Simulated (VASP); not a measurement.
I:

```
CELL_PARAMETERS angstrom
0.00000 2.36560 3.90984
2.19225 0.00000 3.90984
2.19225 2.36560 0.00000
ATOMIC_POSITIONS crystal
I 0.00000 0.00000 0.00000
```

Program: VASP 6.6.1. Alike in all runs: task single point; potentials or basis VASP PAW PBE potentials, release 64 (I); no spin polarisation; cell as given; cutoff (eV) 520.

**Question.** Order these runs on this cell by their pressure, lowest first.
A. level BLYP; k mesh 9 × 9 × 9; smearing fermi-dirac 0.05 eV
B. level revPBE; k mesh 9 × 9 × 9; smearing fermi-dirac 0.05 eV
C. level PBEsol; k mesh 5 × 5 × 5; smearing fermi-dirac 0.03 eV

**Answer.** C (-1.5 GPa), B (1.4 GPa), A (3.1 GPa).

Caveats: some runs use coarse meshes; the PAW data sets were made with another functional, which shifts forces and pressure a little; an odd number of electrons without spin polarisation forces a metal; a magnetic or distorted state may lie lower.
